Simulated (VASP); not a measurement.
# Ti in VASP: notebook

Ti is run at these levels: PBEsol; tasks: electric field gradients.

Everything below comes from runs of VASP 6.6.1. Logs are shortened: lines on timing, memory, paths and dates and some standing lists are left out, and cuts for length are marked.

## (1) The cell of the first run

The structure is trigonal, space group R-3m (No. 166). The conventional cell has a = 4.618 Å, b = 4.618 Å, c = 2.871 Å, α = 90.00°, β = 90.00°, γ = 120.00°. Within 3.7 Å of Ti (site symmetry -3m) lie 14 Ti at 2.83 to 3.28 Å.

## (2) Electric field gradients, PBEsol (equal xy, yz and zx shear strains of +1 %)

INCAR reads:

```
SYSTEM = Ti
PREC = Accurate ; ENCUT = 400
EDIFF = 1E-8 ; ISMEAR = -1
SIGMA = 0.08 ; LREAL = .False.
LASPH = .True. ; NELM = 120
ALGO = Normal ; ISIF = 2
LWAVE = .False. ; LCHARG = .False.
GGA = PS ; LEFG = .True.
NBANDS = 12 ; GGA_COMPAT = .False.
```

KPOINTS reads:

```
regular mesh
0
Gamma
  17 17 17
  0 0 0
```

POSCAR reads:

```
Ti
1.0
   -1.6245900000      1.6410000000      1.6410000000
    1.6410000000     -1.6245900000      1.6410000000
    1.6410000000      1.6410000000     -1.6245900000
Ti
1
Direct
    0.0000000000      0.0000000000      0.0000000000
```

Potentials or basis: VASP PAW PBE potentials, release 64 (Ti_sv).

Command:

```sh
$ cat potpaw_PBE.64/Ti_sv/POTCAR > POTCAR
$ mpirun -np 1 vasp_std > vasp.out
```

OUTCAR:

```text
SYSTEM = Ti
   PREC = Accurate
   ENCUT = 400
   EDIFF = 1E-8
   ISMEAR = -1
   LREAL = .False.
   LASPH = .True.
   NELM = 120
   ISIF = 2
   GGA = PS

 ion  position               nearest neighbor table
   1  0.000  0.000  0.000-

  LATTYP: Found a trigonal (rhomboedric) cell.
 ALAT       =     2.8328527438
 COS(alpha) =    -0.3288480252

  Lattice vectors:

 A1 = (  -1.6245900000,   1.6410000000,   1.6410000000)
 A2 = (   1.6410000000,  -1.6245900000,   1.6410000000)
 A3 = (   1.6410000000,   1.6410000000,  -1.6245900000)

Analysis of symmetry for initial positions (statically):
=====================================================================
 Subroutine PRICEL returns:
 Original cell was already a primitive cell.

 Routine SETGRP: Setting up the symmetry group for a
 trigonal (rhombohedral) supercell.

 Subroutine GETGRP returns: Found 12 space group operations
 (whereof 12 operations were pure point group operations)
 out of a pool of 12 trial point group operations.

The static configuration has the point symmetry D_3d.

Analysis of symmetry for dynamics (positions and initial velocities):
=====================================================================
 Subroutine PRICEL returns:
 Original cell was already a primitive cell.

 Routine SETGRP: Setting up the symmetry group for a
 trigonal (rhombohedral) supercell.

 Subroutine GETGRP returns: Found 12 space group operations
 (whereof 12 operations were pure point group operations)
 out of a pool of 12 trial point group operations.

The dynamic configuration has the point symmetry D_3d.

 Subroutine INISYM returns: Found 12 space group operations
 (whereof 12 operations are pure point group operations),
 and found     1 'primitive' translations

----------------------------------------------------------------------------------------

                                     Primitive cell

  volume of cell :      17.6747

  direct lattice vectors                    reciprocal lattice vectors
    -1.624590000  1.641000000  1.641000000    -0.003031915  0.303191463  0.303191463
     1.641000000 -1.624590000  1.641000000     0.303191463 -0.003031915  0.303191463
     1.641000000  1.641000000 -1.624590000     0.303191463  0.303191463 -0.003031915

  length of vectors
     2.832852744  2.832852744  2.832852744     0.428788198  0.428788198  0.428788198

  position of ions in fractional coordinates (direct lattice)
     0.000000000  0.000000000  0.000000000

  ion indices of the primitive-cell ions
   primitive index   ion index
                 1           1

----------------------------------------------------------------------------------------

 KPOINTS: regular mesh

Automatic generation of k-mesh.
 Grid dimensions read from file:
 generate k-points for:   17   17   17

 Generating k-lattice:

  Cartesian coordinates                     Fractional coordinates (reciprocal lattice)
    -0.000178348  0.017834792  0.017834792     0.058823529  0.000000000  0.000000000
     0.017834792 -0.000178348  0.017834792     0.000000000  0.058823529  0.000000000
     0.017834792  0.017834792 -0.000178348    -0.000000000 -0.000000000  0.058823529

  Length of vectors
     0.025222835  0.025222835  0.025222835

  Shift w.r.t. Gamma in fractional coordinates (k-lattice)
     0.000000000  0.000000000  0.000000000

 Subroutine IBZKPT returns following result:
 ===========================================

 Found    489 irreducible k-points:

 Following reciprocal coordinates:
            Coordinates               Weight
  0.000000  0.000000  0.000000      1.000000
  0.058824  0.000000  0.000000      6.000000
  0.117647  0.000000  0.000000      6.000000
  0.176471  0.000000  0.000000      6.000000
  0.235294  0.000000  0.000000      6.000000
  0.294118  0.000000  0.000000      6.000000
[... 16 lines left out ...]
 -0.176471  0.058824 -0.000000     12.000000
 -0.117647  0.058824 -0.000000     12.000000
 [... further k-points ...]
   k-points           NKPTS =    489   k-points in BZ     NKDIM =    489   number of bands    NBANDS=     12
   number of dos      NEDOS =    301   number of ions     NIONS =      1
   total plane-waves  NPLWV =   5832
   dimension x,y,z NGX =    18 NGY =   18 NGZ =   18
   dimension x,y,z NGXF=    36 NGYF=   36 NGZF=   36
   ions per type =               1
   NGX,Y,Z   is equivalent  to a cutoff of  10.56, 10.56, 10.56 a.u.
   NGXF,Y,Z  is equivalent  to a cutoff of  21.13, 21.13, 21.13 a.u.
 SYSTEM =  Ti
   PREC   = accura    normal or accurate (medium, high low for compatibility)
   ISTART =      0    job   : 0-new  1-cont  2-samecut
   ICHARG =      2    charge: 1-file 2-atom 10-const
   ISPIN  =      1    spin polarized calculation?
   LNONCOLLINEAR =      F non collinear calculations
   LSORBIT =      F    spin-orbit coupling
   LASPH  =      T    aspherical Exc in radial PAW
   ENCUT  =  400.0 eV  29.40 Ry    5.42 a.u.   4.62  4.62  4.62*2*pi/ulx,y,z
   NELM   =    120;   NELMIN=  2; NELMDL= -5     # of ELM steps
   EDIFF  = 0.1E-07   stopping-criterion for ELM
   LREAL  =      F    real-space projection
   EDIFFG = 0.1E-06   stopping-criterion for IOM
   NSW    =      0    number of steps for IOM
   IBRION =     -1    ionic relax: 0-MD 1-quasi-New 2-CG
   NFREE  =      0    steps in history (QN), initial steepest desc. (CG)
   ISIF   =      2    stress and relaxation
   ISYM   =      2    0-nonsym 1-usesym 2-fastsym
   POTIM  = 0.5000    time-step for ionic-motion
   TEBEG  =    0.0;   TEEND  =   0.0 temperature during run
   PSTRESS=    0.0 pullay stress
   NELECT =      12.0000    total number of electrons
   NUPDOWN=      -1.0000    fix difference up-down
   EMIN   =  10.00;   EMAX   =-10.00  energy-range for DOS
   EFERMI =   0.00;   METHOD = LEGACY
   ISMEAR =    -1;   SIGMA  =   0.08  broadening in eV -4-tet -1-fermi 0-gaus
   EFERMI_NEDOS =   21; number of points for ismear=-14 and -15
   IALGO  =     38    algorithm
   IMIX   =      4    mixing-type and parameters
     AMIX     =   0.40;   BMIX     =  1.00
     AMIX_MAG =   1.60;   BMIX_MAG =  1.00
  volume/ion in A,a.u.               =      17.67       119.28
  Fermi-wavevector in a.u.,A,eV,Ry     =   1.438857  2.719045 28.168252  2.070308
  Thomas-Fermi vector in A             =   2.557777
   LORBIT       =      0    0 simple, 1 ext, 2 COOP (PROOUT), +10 PAW based schemes
   GGA     = PS    functional components
   LHFCALC =     F    Hartree Fock is set to
   AEXX    =    0.0000 exact exchange contribution
   IVDW    =     0    specifies the selected vdW correction
   LEPSILON=     F    determine dielectric tensor
   LRPA    =     F    only Hartree local field effects (RPA)
 non-spin polarized calculation
  energy-cutoff  :      400.00
  volume of cell :       17.67
 maximum number of plane-waves:       335
   NGX =  9   NGY =  9   NGZ =  9

 number of electron      12.0000009 magnetization

 Free energy of the ion-electron system (eV)
  ---------------------------------------------------
  ext. energy  EPLUGINS =         0.00000000
  ---------------------------------------------------
  free energy    TOTEN  =        -8.22773289 eV

  energy without entropy =       -8.17732335  energy(sigma->0) =       -8.20252812

 E-fermi :   7.7813     XC(G=0): -11.5490

 val. band max:        7.7790520916   @ k =  -0.3529   0.1765   0.0588
 cond. band min:       7.7824422630   @ k =  -0.4706   0.1765   0.0000
 fundamental gap:      0.0033901713
 Fermi energy:         7.7813299061

 k-point     1 :       0.0000    0.0000    0.0000
  band No.  band energies     occupation
      1     -48.5414      2.00000
      2     -24.5330      2.00000
      3     -24.5130      2.00000
      4     -24.5130      2.00000
      5       1.8925      2.00000
      6       8.6992      0.00002
      7       8.6992      0.00002
      8       8.8476      0.00000
      9      10.4884      0.00000
     10      10.4884      0.00000
     11      24.9770      0.00000
     12      24.9770      0.00000

 k-point     2 :       0.0588    0.0000    0.0000
  band No.  band energies     occupation
      1     -48.5374      2.00000
      2     -24.5515      2.00000
      3     -24.5235      2.00000
      4     -24.5132      2.00000
      5       2.0079      2.00000
      6       8.6478      0.00004
      7       8.7037      0.00002
      8       8.9075      0.00000
      9      10.4317      0.00000
     10      10.4927      0.00000
     11      24.7851      0.00000
     12      25.0268      0.00000

 k-point     3 :       0.1176    0.0000    0.0000
  band No.  band energies     occupation
      1     -48.5259      2.00000
      2     -24.6125      2.00000
      3     -24.5451      2.00000
      4     -24.5138      2.00000
      5       2.3443      2.00000
      6       8.5037      0.00024
      7       8.6461      0.00004
      8       9.1332      0.00000
      9      10.3075      0.00000
     10      10.5072      0.00000
     11      24.1715      0.00000
     12      24.9450      0.00000

 k-point     4 :       0.1765    0.0000    0.0000
  band No.  band energies     occupation
      1     -48.5084      2.00000
      2     -24.7070      2.00000
      3     -24.5746      2.00000
      4     -24.5146      2.00000
      5       2.8754      2.00000
      6       8.2937      0.00330
      7       8.4854      0.00030
      8       9.5156      0.00000
      9      10.2180      0.00000
     10      10.5375      0.00000
     11      23.0971      0.00000
     12      24.4615      0.00000

 k-point     5 :       0.2353    0.0000    0.0000
  band No.  band energies     occupation
      1     -48.4868      2.00000
      2     -24.8200      2.00000
      3     -24.6094      2.00000
      4     -24.5156      2.00000
      5       3.5475      2.00000
      6       8.0530      0.06485
      7       8.2561      0.00528
      8      10.0164      0.00000
      9      10.2244      0.00000
     10      10.5875      0.00000
     11      21.6571      0.00000
     12      23.6692      0.00000
[... 228 lines left out ...]
      1     -48.4725      2.00000
      2     -24.8872      2.00000
      3     -24.6282      2.00000
      4     -24.5241      2.00000
      5       3.9914      2.00000
      6       7.9336      0.25956
      7       8.0978      0.03757
      8      10.1932      0.00000
      9      10.3824      0.00000
     10      10.6596      0.00000
     11      20.8754      0.00000
     12      23.0893      0.00000

 k-point    22 :      -0.2353    0.0588    0.0000
  band No.  band energies     occupation
      1     -48.4947      2.00000
      2     -24.7742      2.00000
      3     -24.5922      2.00000
      4     -24.5228      2.00000
      5       3.2834      2.00000
      6       8.1780      0.01394
      7       8.3342      0.00199
      8       9.8161      0.00000
      9      10.1474      0.00000
     10      10.5915      0.00000
     11      22.4160      0.00000
     12      23.9401      0.00000

 k-point    23 :      -0.1765    0.0588   -0.0000
  band No.  band energies     occupation
      1     -48.5145      2.00000
      2     -24.6692      2.00000
      3     -24.5611      2.00000
      4     -24.5215      2.00000
      5       2.6755      2.00000
      6       8.4096      0.00078
      7       8.5582      0.00012
      8       9.3471      0.00000
      9      10.1929      0.00000
     10      10.5368      0.00000
     11      23.6646      0.00000
     12      24.6823      0.00000

 k-point    24 :      -0.1176    0.0588   -0.0000
  band No.  band energies     occupation
      1     -48.5292      2.00000
      2     -24.5863      2.00000
      3     -24.5408      2.00000
      4     -24.5198      2.00000
      5       2.2386      2.00000
      6       8.5883      0.00008
      7       8.7054      0.00002
      8       9.0005      0.00000
      9      10.3159      0.00000
     10      10.5016      0.00000
     11      24.4836      0.00000
     12      25.0856      0.00000

 [... further k-points ...]
[... 5 lines left out ...]
  --------------------------------------------------------------------------------------
  -------------------------------------------------------------------------------------
  Total       -0.8058968     -0.8058968     -0.8058968     -0.0435347     -0.0435347     -0.0435347
  in kB      -73.0527814    -73.0527814    -73.0527814     -3.9463263     -3.9463263     -3.9463263
  external PRESSURE =     -73.0527814 kB  Pullay stress =       0.0000000 kB

 VOLUME and BASIS-vectors are now :
 -----------------------------------------------------------------------------
  energy-cutoff  :      400.00
  volume of cell :       17.67
      direct lattice vectors                 reciprocal lattice vectors
    -1.624590000  1.641000000  1.641000000    -0.003031915  0.303191463  0.303191463
     1.641000000 -1.624590000  1.641000000     0.303191463 -0.003031915  0.303191463
     1.641000000  1.641000000 -1.624590000     0.303191463  0.303191463 -0.003031915

 POSITION                                       TOTAL-FORCE (eV/Angst)
 -----------------------------------------------------------------------------------
      0.00000      0.00000      0.00000        -0.000000      0.000000     -0.000000
 -----------------------------------------------------------------------------------
    total drift:                                0.000000     -0.000000      0.000000

  FREE ENERGIE OF THE ION-ELECTRON SYSTEM (eV)
  ---------------------------------------------------
  free  energy   TOTEN  =        -8.2277328878 eV

  energy  without entropy=       -8.1773233497  energy(sigma->0) =       -8.20252812

 Electric field gradients (V/A^2)
---------------------------------------------------------------------
 ion       V_xx      V_yy      V_zz      V_xy      V_xz      V_yz
---------------------------------------------------------------------
   1      -0.000    -0.000    -0.000    -2.073    -2.073    -2.073
---------------------------------------------------------------------

 Electric field gradients after diagonalization (V/A^2)
 (convention: |V_zz| > |V_xx| > |V_yy|)
----------------------------------------------------------------------
 ion       V_xx      V_yy      V_zz     asymmetry (V_yy - V_xx)/ V_zz
----------------------------------------------------------------------
   1       2.073     2.073    -4.145       0.000
----------------------------------------------------------------------

           NMR quadrupolar parameters

 Cq : quadrupolar parameter    Cq=e*Q*V_zz/h
 eta: asymmetry parameters     (V_yy - V_xx)/ V_zz
 Q  : nuclear electric quadrupole moment in mb (millibarn)
----------------------------------------------------------------------
 ion       Cq(MHz)       eta       Q (mb)
----------------------------------------------------------------------
   1      -0.010       0.000       1.000
----------------------------------------------------------------------
```

Wall time 41 s (1 thread of Intel Xeon 6975P-C, shared host); peak memory 0.18 GiB.

Results:

| Item | Value |
| --- | --- |
| Free energy | -8.2277 eV |
| Pressure | -7.3 GPa |
| Band gap on the k mesh | zero (band 6 reaches 8.72 eV, above the bottom of band 7 at 7.16 eV) |

Electric field gradients, principal values (V/Å²):
| atom | least | middle | greatest (by size) |
| --- | --- | --- | --- |
| 1 Ti | 2.073 | 2.073 | -4.145 |

Caveat: the cell differs from its parent crystal (equal xy, yz and zx shear strains of +1 %); without QUAD_EFG the Cq values of the log hold for a quadrupole moment of 1 mb, not for the nuclei; the PAW data sets were made with another functional, which shifts forces and pressure a little.

(Part 1 of 3 ends here.)
